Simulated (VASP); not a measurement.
# Pt (Im-3m) in VASP: further runs

Pt is run at these levels: PBE; tasks: single point.

All numbers are computed with VASP 6.6.1; they aren't measurements. Logs are shortened: lines on timing, memory, paths and dates and some standing lists are left out, and cuts for length are marked.

### 1 The cell of the first run

The structure is cubic, space group Im-3m (No. 229). The conventional cell has a = 3.144 Å, b = 3.144 Å, c = 3.144 Å, α = 90.00°, β = 90.00°, γ = 90.00°. Pt (site symmetry m-3m) has 14 Pt at 2.72 to 3.14 Å within 3.6 Å.

This isn't the form of Pt at room conditions, which is fcc.

### 2 Single point, PBE

Input file INCAR:

```
SYSTEM = Pt
PREC = Accurate ; ENCUT = 520
EDIFF = 1E-6 ; ISMEAR = -1
SIGMA = 0.06122561905347299 ; LREAL = .FALSE.
LASPH = .TRUE. ; NELM = 100
ALGO = Normal ; ISIF = 2
LWAVE = .FALSE. ; LCHARG = .FALSE.
GGA = PE ; NBANDS = 11
```

Input file KPOINTS:

```
Automatic mesh
0
G
  24 24 24
  0 0 0
```

Input file POSCAR:

```
Pt
1.0
   -1.5717546342      1.5717546342      1.5717546342
    1.5717546342     -1.5717546342      1.5717546342
    1.5717546342      1.5717546342     -1.5717546342
Pt
1
Direct
    0.0000000000      0.0000000000      0.0000000000
```

Potentials or basis: VASP PAW PBE potentials, release 64 (Pt).

Run with:

```console
$ cat potpaw_PBE.64/Pt/POTCAR > POTCAR
$ mpirun -np 1 vasp_std > vasp.out
```

OUTCAR:

```text
SYSTEM = Pt
   PREC = Accurate
   ENCUT = 520
   EDIFF = 1E-6
   ISMEAR = -1
   LREAL = .FALSE.
   LASPH = .TRUE.
   NELM = 100
   ISIF = 2
   GGA = PE

 ion  position               nearest neighbor table
   1  0.000  0.000  0.000-

  LATTYP: Found a body centered cubic cell.
 ALAT       =     3.1435092684

  Lattice vectors:

 A1 = (  -1.5717546342,   1.5717546342,   1.5717546342)
 A2 = (   1.5717546342,  -1.5717546342,   1.5717546342)
 A3 = (   1.5717546342,   1.5717546342,  -1.5717546342)

Analysis of symmetry for initial positions (statically):
=====================================================================
 Subroutine PRICEL returns:
 Original cell was already a primitive cell.

 Routine SETGRP: Setting up the symmetry group for a
 body centered cubic supercell.

 Subroutine GETGRP returns: Found 48 space group operations
 (whereof 48 operations were pure point group operations)
 out of a pool of 48 trial point group operations.

The static configuration has the point symmetry O_h .

Analysis of symmetry for dynamics (positions and initial velocities):
=====================================================================
 Subroutine PRICEL returns:
 Original cell was already a primitive cell.

 Routine SETGRP: Setting up the symmetry group for a
 body centered cubic supercell.

 Subroutine GETGRP returns: Found 48 space group operations
 (whereof 48 operations were pure point group operations)
 out of a pool of 48 trial point group operations.

The dynamic configuration has the point symmetry O_h .

 Subroutine INISYM returns: Found 48 space group operations
 (whereof 48 operations are pure point group operations),
 and found     1 'primitive' translations

----------------------------------------------------------------------------------------

                                     Primitive cell

  volume of cell :      15.5315

  direct lattice vectors                    reciprocal lattice vectors
    -1.571754634  1.571754634  1.571754634     0.000000000  0.318115811  0.318115811
     1.571754634 -1.571754634  1.571754634     0.318115811  0.000000000  0.318115811
     1.571754634  1.571754634 -1.571754634     0.318115811  0.318115811  0.000000000

  length of vectors
     2.722358883  2.722358883  2.722358883     0.449883694  0.449883694  0.449883694

  position of ions in fractional coordinates (direct lattice)
     0.000000000  0.000000000  0.000000000

  ion indices of the primitive-cell ions
   primitive index   ion index
                 1           1

----------------------------------------------------------------------------------------

 KPOINTS: Automatic mesh

Automatic generation of k-mesh.
 Grid dimensions read from file:
 generate k-points for:   24   24   24

 Generating k-lattice:

  Cartesian coordinates                     Fractional coordinates (reciprocal lattice)
     0.000000000  0.013254825  0.013254825     0.041666667  0.000000000  0.000000000
     0.013254825  0.000000000  0.013254825     0.000000000  0.041666667  0.000000000
     0.013254825  0.013254825  0.000000000     0.000000000  0.000000000  0.041666667

  Length of vectors
     0.018745154  0.018745154  0.018745154

  Shift w.r.t. Gamma in fractional coordinates (k-lattice)
     0.000000000  0.000000000  0.000000000

 Subroutine IBZKPT returns following result:
 ===========================================

 Found    413 irreducible k-points:

 Following reciprocal coordinates:
            Coordinates               Weight
  0.000000  0.000000  0.000000      1.000000
  0.041667  0.000000  0.000000     12.000000
  0.083333  0.000000  0.000000     12.000000
  0.125000  0.000000  0.000000     12.000000
  0.166667  0.000000  0.000000     12.000000
  0.208333  0.000000  0.000000     12.000000
[... 16 lines left out ...]
  0.416667  0.041667 -0.000000     48.000000
  0.458333  0.041667  0.000000     48.000000
 [... further k-points ...]
   k-points           NKPTS =    413   k-points in BZ     NKDIM =    413   number of bands    NBANDS=     11
   number of dos      NEDOS =    301   number of ions     NIONS =      1
   total plane-waves  NPLWV =   8000
   dimension x,y,z NGX =    20 NGY =   20 NGZ =   20
   dimension x,y,z NGXF=    40 NGYF=   40 NGZF=   40
   ions per type =               1
   NGX,Y,Z   is equivalent  to a cutoff of  12.21, 12.21, 12.21 a.u.
   NGXF,Y,Z  is equivalent  to a cutoff of  24.43, 24.43, 24.43 a.u.
 SYSTEM =  Pt
   PREC   = accura    normal or accurate (medium, high low for compatibility)
   ISTART =      0    job   : 0-new  1-cont  2-samecut
   ICHARG =      2    charge: 1-file 2-atom 10-const
   ISPIN  =      1    spin polarized calculation?
   LNONCOLLINEAR =      F non collinear calculations
   LSORBIT =      F    spin-orbit coupling
   LASPH  =      T    aspherical Exc in radial PAW
   ENCUT  =  520.0 eV  38.22 Ry    6.18 a.u.   5.06  5.06  5.06*2*pi/ulx,y,z
   NELM   =    100;   NELMIN=  2; NELMDL= -5     # of ELM steps
   EDIFF  = 0.1E-05   stopping-criterion for ELM
   LREAL  =      F    real-space projection
[... 7 lines left out ...]
   TEBEG  =    0.0;   TEEND  =   0.0 temperature during run
   PSTRESS=    0.0 pullay stress
   NELECT =      10.0000    total number of electrons
   NUPDOWN=      -1.0000    fix difference up-down
   EMIN   =  10.00;   EMAX   =-10.00  energy-range for DOS
   EFERMI =   0.00;   METHOD = LEGACY
   ISMEAR =    -1;   SIGMA  =   0.06  broadening in eV -4-tet -1-fermi 0-gaus
   EFERMI_NEDOS =   21; number of points for ismear=-14 and -15
   IALGO  =     38    algorithm
   IMIX   =      4    mixing-type and parameters
     AMIX     =   0.40;   BMIX     =  1.00
     AMIX_MAG =   1.60;   BMIX_MAG =  1.00
  volume/ion in A,a.u.               =      15.53       104.81
  Fermi-wavevector in a.u.,A,eV,Ry     =   1.413633  2.671379 27.189324  1.998359
  Thomas-Fermi vector in A             =   2.535259
   LORBIT       =      0    0 simple, 1 ext, 2 COOP (PROOUT), +10 PAW based schemes
   GGA     = PE    functional components
   LHFCALC =     F    Hartree Fock is set to
   AEXX    =    0.0000 exact exchange contribution
   IVDW    =     0    specifies the selected vdW correction
   LEPSILON=     F    determine dielectric tensor
   LRPA    =     F    only Hartree local field effects (RPA)
 non-spin polarized calculation
  energy-cutoff  :      520.00
  volume of cell :       15.53
 maximum number of plane-waves:       430
   NGX = 11   NGY = 11   NGZ = 11

 number of electron      10.0000000 magnetization

 number of electron       9.9999997 magnetization

 Free energy of the ion-electron system (eV)
  ---------------------------------------------------
  ext. energy  EPLUGINS =         0.00000000
  ---------------------------------------------------
  free energy    TOTEN  =        -6.00316573 eV

  energy without entropy =       -5.98950843  energy(sigma->0) =       -5.99633708

 E-fermi :  10.5180     XC(G=0): -13.3059

 val. band max:       10.5143493649   @ k =   0.2917   0.0833   0.0000
 cond. band min:      10.5224057555   @ k =  -0.3750   0.5000   0.0833
 fundamental gap:      0.0080563906
 Fermi energy:        10.5179948670

 k-point     1 :       0.0000    0.0000    0.0000
  band No.  band energies     occupation
      1       0.8326      2.00000
      2       6.9352      2.00000
      3       6.9352      2.00000
      4       6.9352      2.00000
      5       9.4806      2.00000
      6       9.4806      2.00000
      7      27.6006      0.00000
      8      27.6006      0.00000
      9      27.6006      0.00000
     10      37.8500      0.00000
     11      37.8500      0.00000

 k-point     2 :       0.0417    0.0000    0.0000
  band No.  band energies     occupation
      1       0.9049      2.00000
      2       6.9064      2.00000
      3       6.9355      2.00000
      4       6.9934      2.00000
      5       9.4420      2.00000
      6       9.4824      2.00000
      7      27.6380      0.00000
      8      27.6678      0.00000
      9      27.7075      0.00000
     10      36.4804      0.00000
     11      36.9908      0.00000

 k-point     3 :       0.0833    0.0000    0.0000
  band No.  band energies     occupation
      1       1.1184      2.00000
      2       6.8227      2.00000
      3       6.9334      2.00000
      4       7.1661      2.00000
      5       9.3394      2.00000
      6       9.4885      2.00000
      7      27.7247      0.00000
      8      27.8217      0.00000
      9      28.0238      0.00000
     10      35.0893      0.00000
     11      35.6381      0.00000

 k-point     4 :       0.1250    0.0000    0.0000
  band No.  band energies     occupation
      1       1.4624      2.00000
      2       6.6926      2.00000
      3       6.9230      2.00000
      4       7.4489      2.00000
      5       9.2086      2.00000
      6       9.5003      2.00000
      7      27.7755      0.00000
      8      27.8975      0.00000
      9      28.5371      0.00000
     10      34.0081      0.00000
     11      34.2809      0.00000
[... 239 lines left out ...]
 k-point    22 :       0.3750    0.0417    0.0000
  band No.  band energies     occupation
      1       3.8451      2.00000
      2       5.6203      2.00000
      3       8.6440      2.00000
      4       9.4117      2.00000
      5       9.8547      1.99996
      6      11.0888      0.00018
      7      19.2565      0.00000
      8      24.3782      0.00000
      9      27.5272      0.00000
     10      34.3737      0.00000
     11      34.8654      0.00000

 k-point    23 :       0.4167    0.0417   -0.0000
  band No.  band energies     occupation
      1       3.8410      2.00000
      2       5.5370      2.00000
      3       9.1088      2.00000
      4       9.5573      2.00000
      5      10.1597      1.99427
      6      11.5846      0.00000
      7      17.8966      0.00000
      8      24.0170      0.00000
      9      26.7823      0.00000
     10      34.6742      0.00000
     11      35.2640      0.00000

 k-point    24 :       0.4583    0.0417    0.0000
  band No.  band energies     occupation
      1       3.8278      2.00000
      2       5.4944      2.00000
      3       9.2721      2.00000
      4       9.6079      2.00000
      5      10.5307      0.89631
      6      11.9114      0.00000
      7      17.0435      0.00000
      8      23.8319      0.00000
      9      26.3843      0.00000
     10      34.6037      0.00000
     11      35.6054      0.00000

 [... further k-points ...]

------------------------ aborting loop because EDIFF is reached ----------------------------------------

  FORCE on cell =-STRESS in cart. coord.  units (eV):
  Direction    XX          YY          ZZ          XY          YZ          ZX
  --------------------------------------------------------------------------------------
  -------------------------------------------------------------------------------------
  Total        0.4246809      0.4246809      0.4246809      0.0000000      0.0000000     -0.0000000
  in kB       43.8085731     43.8085731     43.8085731      0.0000000      0.0000000     -0.0000000
  external PRESSURE =      43.8085731 kB  Pullay stress =       0.0000000 kB

 VOLUME and BASIS-vectors are now :
 -----------------------------------------------------------------------------
  energy-cutoff  :      520.00
  volume of cell :       15.53
      direct lattice vectors                 reciprocal lattice vectors
    -1.571754634  1.571754634  1.571754634     0.000000000  0.318115811  0.318115811
     1.571754634 -1.571754634  1.571754634     0.318115811  0.000000000  0.318115811
     1.571754634  1.571754634 -1.571754634     0.318115811  0.318115811  0.000000000

 POSITION                                       TOTAL-FORCE (eV/Angst)
 -----------------------------------------------------------------------------------
      0.00000      0.00000      0.00000         0.000000     -0.000000      0.000000
 -----------------------------------------------------------------------------------
    total drift:                                0.000000      0.000000      0.000000

  FREE ENERGIE OF THE ION-ELECTRON SYSTEM (eV)
  ---------------------------------------------------
  free  energy   TOTEN  =        -6.0031657313 eV

  energy  without entropy=       -5.9895084292  energy(sigma->0) =       -5.99633708
```

Run time: 61 s. Hardware: 1 thread of Intel Xeon Platinum 8259CL at 2.50GHz (Skylake/Cascade Lake), shared host; peak memory 0.18 GiB.

What came out:

| Quantity | Value |
| --- | --- |
| Free energy | -6.0032 eV |
| Pressure | 4.4 GPa |
| Band gap on the k mesh | zero (bands 5 and 6 overlap by 2.23 eV) |

Levels at points of the mesh, in eV from the Fermi level:
```
           k point  band 3  band 4  band 5  band 6  band 7  band 8
(0.00, 0.00, 0.00)   -3.58   -3.58   -1.04   -1.04   17.08   17.08
(0.50, 0.00, 0.00)   -1.22   -0.70    0.20    1.07    6.43   13.26
(0.50, 0.50, 0.50)    0.53    0.53    0.53    7.70    7.70    7.70
```

Caveat: the cell stands under pressure; spin-orbit coupling is left out, which moves the levels of the heavy elements.

### 3 Single point, PBE

Input file INCAR:

```
  ALGO = Normal
  EDIFF = 1E-6
  ENCUT = 520
  GGA = PE
  ISIF = 2
  ISMEAR = -1
  LASPH = T
  LCHARG = F
  LREAL = F
  LWAVE = F
  NBANDS = 11
  NELM = 60
  PREC = Accurate
  SIGMA = 0.06122561905347299
```

Input file KPOINTS:

```
k-points
0
Gamma
  24 24 24
```

POSCAR is that of step 2.

Potentials or basis: VASP PAW PBE potentials, release 64 (Pt).

Run with:

```console
$ cat potpaw_PBE.64/Pt/POTCAR > POTCAR
$ mpirun -np 1 vasp_std > vasp.out
```

OUTCAR:

```text
EDIFF = 1E-6
   ENCUT = 520
   GGA = PE
   ISIF = 2
   ISMEAR = -1
   LASPH = T
   LREAL = F
   NELM = 60
   PREC = Accurate

 ion  position               nearest neighbor table
   1  0.000  0.000  0.000-

  LATTYP: Found a body centered cubic cell.
 ALAT       =     3.1435092684

  Lattice vectors:

 A1 = (  -1.5717546342,   1.5717546342,   1.5717546342)
 A2 = (   1.5717546342,  -1.5717546342,   1.5717546342)
 A3 = (   1.5717546342,   1.5717546342,  -1.5717546342)

Analysis of symmetry for initial positions (statically):
=====================================================================
 Subroutine PRICEL returns:
 Original cell was already a primitive cell.

 Routine SETGRP: Setting up the symmetry group for a
 body centered cubic supercell.

 Subroutine GETGRP returns: Found 48 space group operations
 (whereof 48 operations were pure point group operations)
 out of a pool of 48 trial point group operations.

The static configuration has the point symmetry O_h .

Analysis of symmetry for dynamics (positions and initial velocities):
=====================================================================
 Subroutine PRICEL returns:
 Original cell was already a primitive cell.

 Routine SETGRP: Setting up the symmetry group for a
 body centered cubic supercell.

 Subroutine GETGRP returns: Found 48 space group operations
 (whereof 48 operations were pure point group operations)
 out of a pool of 48 trial point group operations.

The dynamic configuration has the point symmetry O_h .

 Subroutine INISYM returns: Found 48 space group operations
 (whereof 48 operations are pure point group operations),
 and found     1 'primitive' translations

----------------------------------------------------------------------------------------

                                     Primitive cell
[... 112 lines left out ...]
  Thomas-Fermi vector in A             =   2.535259
   LORBIT       =      0    0 simple, 1 ext, 2 COOP (PROOUT), +10 PAW based schemes
   GGA     = PE    functional components
   LHFCALC =     F    Hartree Fock is set to
   AEXX    =    0.0000 exact exchange contribution
   IVDW    =     0    specifies the selected vdW correction
   LEPSILON=     F    determine dielectric tensor
   LRPA    =     F    only Hartree local field effects (RPA)
 non-spin polarized calculation
  energy-cutoff  :      520.00
  volume of cell :       15.53
 maximum number of plane-waves:       430
   NGX = 11   NGY = 11   NGZ = 11

 number of electron      10.0000000 magnetization

 number of electron       9.9999997 magnetization

 Free energy of the ion-electron system (eV)
  ---------------------------------------------------
  ext. energy  EPLUGINS =         0.00000000
  ---------------------------------------------------
  free energy    TOTEN  =        -6.00316573 eV

  energy without entropy =       -5.98950843  energy(sigma->0) =       -5.99633708

 E-fermi :  10.5180     XC(G=0): -13.3059

 val. band max:       10.5143493649   @ k =   0.2917   0.0833   0.0000
 cond. band min:      10.5224057555   @ k =  -0.3750   0.5000   0.0833
 fundamental gap:      0.0080563906
 Fermi energy:        10.5179948670

 k-point     1 :       0.0000    0.0000    0.0000
  band No.  band energies     occupation
      1       0.8326      2.00000
      2       6.9352      2.00000
      3       6.9352      2.00000
      4       6.9352      2.00000
      5       9.4806      2.00000
      6       9.4806      2.00000
      7      27.6006      0.00000
      8      27.6006      0.00000
      9      27.6006      0.00000
     10      37.8500      0.00000
     11      37.8500      0.00000
[... 309 lines left out ...]
 k-point    24 :       0.4583    0.0417    0.0000
  band No.  band energies     occupation
      1       3.8278      2.00000
      2       5.4944      2.00000
      3       9.2721      2.00000
      4       9.6079      2.00000
      5      10.5307      0.89631
      6      11.9114      0.00000
      7      17.0435      0.00000
      8      23.8319      0.00000
      9      26.3843      0.00000
     10      34.6037      0.00000
     11      35.6054      0.00000

 [... further k-points ...]

------------------------ aborting loop because EDIFF is reached ----------------------------------------

  FORCE on cell =-STRESS in cart. coord.  units (eV):
  Direction    XX          YY          ZZ          XY          YZ          ZX
  --------------------------------------------------------------------------------------
  -------------------------------------------------------------------------------------
  Total        0.4246809      0.4246809      0.4246809      0.0000000      0.0000000     -0.0000000
  in kB       43.8085731     43.8085731     43.8085731      0.0000000      0.0000000     -0.0000000
  external PRESSURE =      43.8085731 kB  Pullay stress =       0.0000000 kB

 VOLUME and BASIS-vectors are now :
 -----------------------------------------------------------------------------
  energy-cutoff  :      520.00
  volume of cell :       15.53
      direct lattice vectors                 reciprocal lattice vectors
    -1.571754634  1.571754634  1.571754634     0.000000000  0.318115811  0.318115811
     1.571754634 -1.571754634  1.571754634     0.318115811  0.000000000  0.318115811
     1.571754634  1.571754634 -1.571754634     0.318115811  0.318115811  0.000000000

 POSITION                                       TOTAL-FORCE (eV/Angst)
 -----------------------------------------------------------------------------------
      0.00000      0.00000      0.00000         0.000000     -0.000000      0.000000
 -----------------------------------------------------------------------------------
    total drift:                                0.000000      0.000000      0.000000

  FREE ENERGIE OF THE ION-ELECTRON SYSTEM (eV)
  ---------------------------------------------------
  free  energy   TOTEN  =        -6.0031657313 eV

  energy  without entropy=       -5.9895084292  energy(sigma->0) =       -5.99633708
```

It took 72 s on 1 thread of Intel Xeon Platinum 8259CL at 2.50GHz (Skylake/Cascade Lake), shared host; peak memory 0.18 GiB.

What came out:

- Free energy: -6.0032 eV
- Pressure: 4.4 GPa
- Band gap on the k mesh: zero (bands 5 and 6 overlap by 2.23 eV)

Levels at points of the mesh, in eV from the Fermi level:
```csv
k point,band 1,band 2,band 3,band 4,band 5,band 6,band 7,band 8,band 9,band 10
"(0.00, 0.00, 0.00)",-9.69,-3.58,-3.58,-3.58,-1.04,-1.04,17.08,17.08,17.08,27.33
"(0.50, 0.00, 0.00)",-6.74,-5.04,-1.22,-0.70,0.20,1.07,6.43,13.26,15.99,24.10
"(0.50, 0.50, 0.50)",-6.25,-6.25,0.53,0.53,0.53,7.70,7.70,7.70,13.03,19.25
```

Caveat: the cell stands under pressure; spin-orbit coupling is left out, which moves the levels of the heavy elements.

(Continued in part 2 of 2.)
